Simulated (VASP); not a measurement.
# Au (Fm-3m) in VASP: further runs

Au is run at these levels: SVWN5, LDA, r2SCAN+rVV10; tasks: single point.

Everything below comes from runs of VASP 6.6.1. Logs are shortened: lines on timing, memory, paths and dates and some standing lists are left out, and cuts for length are marked.

**1. The cell of the first run**

It takes space group Fm-3m (No. 225, cubic). The conventional cell has a = 4.150 Å, b = 4.150 Å, c = 4.150 Å, α = 90.00°, β = 90.00°, γ = 90.00°. Within 3.9 Å of Au (site symmetry m-3m) lie 12 Au at 2.93 Å.

**2. Single point, SVWN5**

Input file INCAR:

```
SYSTEM = Au
PREC     = Accurate       ! precision mode
ENCUT    = 520            ! plane-wave cutoff, eV
EDIFF    = 1E-6           ! SCF threshold, eV
ISMEAR   = -1             ! smearing method
SIGMA    = 0.05           ! smearing width, eV
LREAL    = .False.        ! projectors in reciprocal space
LASPH    = .True.         ! aspherical terms in the spheres
NELM     = 80             ! most SCF steps
ALGO     = Fast           ! electronic algorithm
ISIF     = 2              ! what is computed and relaxed
LWAVE    = .False.        ! write WAVECAR
LCHARG   = .True.         ! write CHGCAR
GGA      = VW             ! functional
LELF     = .True.         ! ELF
LVHAR    = .True.       
NBANDS   = 12             ! bands
```

Input file KPOINTS:

```
Automatic mesh
0
Gamma
  11 11 11
  0 0 0
```

Input file POSCAR:

```
Au
1.0
    0.0000000000      2.0749120936      2.0749120936
    2.0749120936      0.0000000000      2.0749120936
    2.0749120936      2.0749120936      0.0000000000
Au
1
Direct
    0.0000000000      0.0000000000      0.0000000000
```

Potentials or basis: VASP PAW PBE potentials, release 64 (Au).

Started as:

```bash
> cat potpaw_PBE.64/Au/POTCAR > POTCAR
> mpirun -np 1 vasp_std > vasp.out
```

OUTCAR:

```text
SYSTEM = Au
   PREC = Accurate
   ENCUT = 520
   EDIFF = 1E-6
   ISMEAR = -1
   LREAL = .False.
   LASPH = .True.
   NELM = 80
   ISIF = 2
   GGA = VW

 ion  position               nearest neighbor table
   1  0.000  0.000  0.000-

  LATTYP: Found a face centered cubic cell.
 ALAT       =     4.1498241872

  Lattice vectors:

 A1 = (   0.0000000000,   2.0749120936,   2.0749120936)
 A2 = (   2.0749120936,   0.0000000000,   2.0749120936)
 A3 = (   2.0749120936,   2.0749120936,   0.0000000000)

Analysis of symmetry for initial positions (statically):
=====================================================================
 Subroutine PRICEL returns:
 Original cell was already a primitive cell.

 Routine SETGRP: Setting up the symmetry group for a
 face centered cubic supercell.

 Subroutine GETGRP returns: Found 48 space group operations
[... 9 lines left out ...]

 Routine SETGRP: Setting up the symmetry group for a
 face centered cubic supercell.

 Subroutine GETGRP returns: Found 48 space group operations
[... 11 lines left out ...]
                                     Primitive cell

  volume of cell :      17.8661

  direct lattice vectors                    reciprocal lattice vectors
     0.000000000  2.074912094  2.074912094    -0.240974064  0.240974064  0.240974064
     2.074912094  0.000000000  2.074912094     0.240974064 -0.240974064  0.240974064
     2.074912094  2.074912094  0.000000000     0.240974064  0.240974064 -0.240974064

  length of vectors
     2.934368824  2.934368824  2.934368824     0.417379322  0.417379322  0.417379322

  position of ions in fractional coordinates (direct lattice)
     0.000000000  0.000000000  0.000000000

  ion indices of the primitive-cell ions
   primitive index   ion index
                 1           1

----------------------------------------------------------------------------------------

 KPOINTS: Automatic mesh

Automatic generation of k-mesh.
 Grid dimensions read from file:
 generate k-points for:   11   11   11

 Generating k-lattice:

  Cartesian coordinates                     Fractional coordinates (reciprocal lattice)
    -0.021906733  0.021906733  0.021906733     0.090909091  0.000000000  0.000000000
     0.021906733 -0.021906733  0.021906733     0.000000000  0.090909091  0.000000000
     0.021906733  0.021906733 -0.021906733     0.000000000  0.000000000  0.090909091

  Length of vectors
     0.037943575  0.037943575  0.037943575

  Shift w.r.t. Gamma in fractional coordinates (k-lattice)
     0.000000000  0.000000000  0.000000000

 Subroutine IBZKPT returns following result:
 ===========================================

 Found     56 irreducible k-points:

 Following reciprocal coordinates:
            Coordinates               Weight
  0.000000  0.000000  0.000000      1.000000
  0.090909  0.000000  0.000000      8.000000
  0.181818  0.000000  0.000000      8.000000
  0.272727  0.000000  0.000000      8.000000
  0.363636  0.000000  0.000000      8.000000
  0.454545  0.000000  0.000000      8.000000
[... 16 lines left out ...]
 -0.272727  0.181818  0.000000     24.000000
 -0.181818  0.181818  0.000000     12.000000
 [... further k-points ...]
   k-points           NKPTS =     56   k-points in BZ     NKDIM =     56   number of bands    NBANDS=     12
   number of dos      NEDOS =    301   number of ions     NIONS =      1
   total plane-waves  NPLWV =  13824
   dimension x,y,z NGX =    24 NGY =   24 NGZ =   24
   dimension x,y,z NGXF=    48 NGYF=   48 NGZF=   48
   ions per type =               1
   NGX,Y,Z   is equivalent  to a cutoff of  13.60, 13.60, 13.60 a.u.
   NGXF,Y,Z  is equivalent  to a cutoff of  27.19, 27.19, 27.19 a.u.
 SYSTEM =  Au
   PREC   = accura    normal or accurate (medium, high low for compatibility)
   ISTART =      0    job   : 0-new  1-cont  2-samecut
   ICHARG =      2    charge: 1-file 2-atom 10-const
   ISPIN  =      1    spin polarized calculation?
   LNONCOLLINEAR =      F non collinear calculations
   LSORBIT =      F    spin-orbit coupling
   LASPH  =      T    aspherical Exc in radial PAW
   ENCUT  =  520.0 eV  38.22 Ry    6.18 a.u.   5.46  5.46  5.46*2*pi/ulx,y,z
   NELM   =     80;   NELMIN=  2; NELMDL= -5     # of ELM steps
   EDIFF  = 0.1E-05   stopping-criterion for ELM
   LREAL  =      F    real-space projection
   EDIFFG = 0.1E-04   stopping-criterion for IOM
   NSW    =      0    number of steps for IOM
   IBRION =     -1    ionic relax: 0-MD 1-quasi-New 2-CG
   NFREE  =      0    steps in history (QN), initial steepest desc. (CG)
   ISIF   =      2    stress and relaxation
   ISYM   =      2    0-nonsym 1-usesym 2-fastsym
   POTIM  = 0.5000    time-step for ionic-motion
   TEBEG  =    0.0;   TEEND  =   0.0 temperature during run
   PSTRESS=    0.0 pullay stress
   NELECT =      11.0000    total number of electrons
   NUPDOWN=      -1.0000    fix difference up-down
   EMIN   =  10.00;   EMAX   =-10.00  energy-range for DOS
   EFERMI =   0.00;   METHOD = LEGACY
   ISMEAR =    -1;   SIGMA  =   0.05  broadening in eV -4-tet -1-fermi 0-gaus
   EFERMI_NEDOS =   21; number of points for ismear=-14 and -15
   IALGO  =     68    algorithm
   IMIX   =      4    mixing-type and parameters
     AMIX     =   0.40;   BMIX     =  1.00
     AMIX_MAG =   1.60;   BMIX_MAG =  1.00
  volume/ion in A,a.u.               =      17.87       120.57
  Fermi-wavevector in a.u.,A,eV,Ry     =   1.392716  2.631852 26.390663  1.939659
  Thomas-Fermi vector in A             =   2.516432
   LORBIT       =      0    0 simple, 1 ext, 2 COOP (PROOUT), +10 PAW based schemes
   GGA     = VW    functional components
   LHFCALC =     F    Hartree Fock is set to
   AEXX    =    0.0000 exact exchange contribution
   IVDW    =     0    specifies the selected vdW correction
   LEPSILON=     F    determine dielectric tensor
   LRPA    =     F    only Hartree local field effects (RPA)
 non-spin polarized calculation
 RMM-DIIS sequential band-by-band and
  energy-cutoff  :      520.00
  volume of cell :       17.87
 maximum number of plane-waves:       531
 NGX is ok and might be reduce to    24
   NGX = 11   NGY = 11   NGZ = 11

 number of electron      11.0000002 magnetization

 Free energy of the ion-electron system (eV)
  ---------------------------------------------------
  ext. energy  EPLUGINS =         0.00000000
  ---------------------------------------------------
  free energy    TOTEN  =        -4.41558079 eV

  energy without entropy =       -4.41480308  energy(sigma->0) =       -4.41519193

 E-fermi :   8.3665     XC(G=0): -12.7089

 val. band max:        8.1882516538   @ k =   0.4545   0.3636   0.0000
 cond. band min:       8.5113487187   @ k =  -0.4545   0.0909   0.0000
 fundamental gap:      0.3230970649
 Fermi energy:         8.3665257408

 k-point     1 :       0.0000    0.0000    0.0000
  band No.  band energies     occupation
      1      -1.1442      2.00000
      2       3.8689      2.00000
      3       3.8689      2.00000
      4       3.8689      2.00000
      5       5.2817      2.00000
      6       5.2817      2.00000
      7      22.9684      0.00000
      8      26.6113      0.00000
      9      26.6113      0.00000
     10      26.6113      0.00000
     11      31.4412      0.00000
     12      35.5153      0.00000

 k-point     2 :       0.0909    0.0000    0.0000
  band No.  band energies     occupation
      1      -0.8701      2.00000
      2       3.7879      2.00000
      3       3.9577      2.00000
      4       3.9577      2.00000
      5       5.2458      2.00000
      6       5.2458      2.00000
      7      23.2354      0.00000
      8      24.9877      0.00000
      9      26.9019      0.00000
     10      26.9019      0.00000
     11      31.9545      0.00000
     12      34.0598      0.00000

 k-point     3 :       0.1818    0.0000    0.0000
  band No.  band energies     occupation
      1      -0.1138      2.00000
      2       3.6565      2.00000
      3       4.1188      2.00000
      4       4.1188      2.00000
      5       5.2512      2.00000
      6       5.2512      2.00000
      7      21.7017      0.00000
      8      24.0268      0.00000
      9      27.5522      0.00000
     10      27.5522      0.00000
     11      29.9449      0.00000
     12      31.9435      0.00000

 k-point     4 :       0.2727    0.0000    0.0000
  band No.  band energies     occupation
      1       0.8129      2.00000
      2       3.8768      2.00000
      3       4.1102      2.00000
      4       4.1102      2.00000
      5       5.5372      2.00000
      6       5.5372      2.00000
      7      18.2309      0.00000
      8      23.7700      0.00000
      9      27.4381      0.00000
     10      27.4381      0.00000
     11      29.9455      0.00000
     12      30.9508      0.00000

 k-point     5 :       0.3636    0.0000    0.0000
  band No.  band energies     occupation
      1       1.3033      2.00000
      2       3.9664      2.00000
      3       3.9664      2.00000
      4       5.0928      2.00000
      5       6.0047      2.00000
      6       6.0047      2.00000
      7      14.6882      0.00000
      8      22.9744      0.00000
      9      26.1036      0.00000
     10      26.1036      0.00000
     11      31.6951      0.00000
     12      31.7070      0.00000

 k-point     6 :       0.4545    0.0000    0.0000
  band No.  band energies     occupation
      1       1.3829      2.00000
      2       3.8577      2.00000
      3       3.8577      2.00000
      4       6.3430      2.00000
      5       6.3430      2.00000
      6       7.0155      2.00000
      7      11.6925      0.00000
      8      22.4632      0.00000
      9      25.1382      0.00000
     10      25.1382      0.00000
     11      32.4454      0.00000
     12      32.4455      0.00000

 k-point     7 :       0.0909    0.0909    0.0000
  band No.  band energies     occupation
      1      -0.7776      2.00000
      2       3.6903      2.00000
      3       4.0300      2.00000
      4       4.0300      2.00000
      5       5.0923      2.00000
      6       5.3604      2.00000
      7      23.3815      0.00000
      8      25.6003      0.00000
      9      26.2330      0.00000
     10      26.2330      0.00000
     11      33.1003      0.00000
     12      33.3271      0.00000

 k-point     8 :       0.1818    0.0909    0.0000
  band No.  band energies     occupation
      1      -0.1735      2.00000
      2       3.5076      2.00000
      3       4.2058      2.00000
      4       4.2190      2.00000
      5       4.9628      2.00000
      6       5.4461      2.00000
      7      22.9284      0.00000
      8      24.0970      0.00000
      9      25.8758      0.00000
     10      27.1292      0.00000
     11      30.1487      0.00000
     12      32.3809      0.00000
[... 166 lines left out ...]
 k-point    20 :       0.4545    0.1818    0.0000
  band No.  band energies     occupation
      1       2.0126      2.00000
      2       3.4909      2.00000
      3       4.0349      2.00000
      4       4.5414      2.00000
      5       6.4315      2.00000
      6       7.9413      1.99960
      7      13.9557      0.00000
      8      21.8443      0.00000
      9      22.6214      0.00000
     10      24.3753      0.00000
     11      32.8258      0.00000
     12      33.0933      0.00000

 k-point    21 :      -0.4545    0.1818    0.0000
  band No.  band energies     occupation
      1       2.0699      2.00000
      2       3.4491      2.00000
      3       4.4253      2.00000
      4       4.5720      2.00000
      5       6.3422      2.00000
      6      10.0902      0.00000
      7      11.1414      0.00000
      8      20.6821      0.00000
      9      23.2598      0.00000
     10      23.9669      0.00000
     11      33.1426      0.00000
     12      33.1921      0.00000

 k-point    22 :      -0.3636    0.1818    0.0000
  band No.  band energies     occupation
      1       2.1396      2.00000
      2       3.5248      2.00000
      3       4.4076      2.00000
      4       4.4366      2.00000
      5       5.8989      2.00000
      6       8.7016      0.00246
      7      13.2087      0.00000
      8      20.0635      0.00000
      9      24.0177      0.00000
     10      24.7851      0.00000
     11      31.4924      0.00000
     12      33.1778      0.00000

 k-point    23 :      -0.2727    0.1818    0.0000
  band No.  band energies     occupation
      1       2.0621      2.00000
      2       3.5274      2.00000
      3       3.8853      2.00000
      4       4.5106      2.00000
      5       5.2805      2.00000
      6       7.3533      2.00000
      7      16.4067      0.00000
      8      20.1605      0.00000
      9      24.6314      0.00000
     10      27.0022      0.00000
     11      29.2775      0.00000
     12      33.1854      0.00000

 k-point    24 :      -0.1818    0.1818    0.0000
  band No.  band energies     occupation
      1       1.3385      2.00000
      2       3.3139      2.00000
      3       4.0668      2.00000
      4       4.6818      2.00000
      5       4.7298      2.00000
      6       6.3938      2.00000
      7      19.3196      0.00000
      8      21.2173      0.00000
      9      25.8065      0.00000
     10      27.3714      0.00000
     11      29.4446      0.00000
     12      32.1150      0.00000

 [... further k-points ...]

------------------------ aborting loop because EDIFF is reached ----------------------------------------

  FORCE on cell =-STRESS in cart. coord.  units (eV):
  Direction    XX          YY          ZZ          XY          YZ          ZX
  --------------------------------------------------------------------------------------
  -------------------------------------------------------------------------------------
  Total       -1.3508300     -1.3508300     -1.3508300      0.0000000      0.0000000      0.0000000
  in kB     -121.1384976   -121.1384976   -121.1384976      0.0000000      0.0000000      0.0000000
  external PRESSURE =    -121.1384976 kB  Pullay stress =       0.0000000 kB

 VOLUME and BASIS-vectors are now :
 -----------------------------------------------------------------------------
  energy-cutoff  :      520.00
  volume of cell :       17.87
      direct lattice vectors                 reciprocal lattice vectors
     0.000000000  2.074912094  2.074912094    -0.240974064  0.240974064  0.240974064
     2.074912094  0.000000000  2.074912094     0.240974064 -0.240974064  0.240974064
     2.074912094  2.074912094  0.000000000     0.240974064  0.240974064 -0.240974064

 POSITION                                       TOTAL-FORCE (eV/Angst)
 -----------------------------------------------------------------------------------
      0.00000      0.00000      0.00000         0.000000      0.000000      0.000000
 -----------------------------------------------------------------------------------
    total drift:                               -0.000000      0.000000      0.000000

  FREE ENERGIE OF THE ION-ELECTRON SYSTEM (eV)
  ---------------------------------------------------
  free  energy   TOTEN  =        -4.4155807852 eV

  energy  without entropy=       -4.4148030752  energy(sigma->0) =       -4.41519193
```

Wall time 32 s (1 thread of AMD EPYC, shared host); peak memory 0.1 GiB.

What came out:

```yaml
Free_energy: -4.4156 eV
Pressure: -12.1 GPa
```

Caveat: the PAW data sets were made with another functional, which shifts forces and pressure a little; spin-orbit coupling is left out, which moves the levels of the heavy elements.

**3. Single point, LDA**

Input file INCAR:

```
SYSTEM = Au
PREC = Accurate
ENCUT = 520
EDIFF = 1E-6
ISMEAR = -1
SIGMA = 0.05
LREAL = .False.
LASPH = .True.
NELM = 100
ALGO = Fast
ISIF = 2
LWAVE = .False.
LCHARG = .False.
NBANDS = 12
```

KPOINTS is that of step 2.

POSCAR is that of step 2.

Potentials or basis: VASP PAW LDA potentials, release 64 (Au).

Started as:

```bash
> cat potpaw_LDA.64/Au/POTCAR > POTCAR
> mpirun -np 1 vasp_std > vasp.out
```

Run time: 26 s. Hardware: 1 thread of AMD EPYC, shared host; peak memory 0.1 GiB.

The run converged. Its results:

```
Free energy : -4.4073 eV
Pressure    : -11.4 GPa
```

Levels at points of the mesh, in eV from the Fermi level:
```
           k point  band 4  band 5  band 6  band 7  band 8  band 9
(0.00, 0.00, 0.00)   -4.52   -3.11   -3.11   14.48   18.16   18.16
```

Caveat: spin-orbit coupling is left out, which moves the levels of the heavy elements.

(Continued in part 2 of 2.)
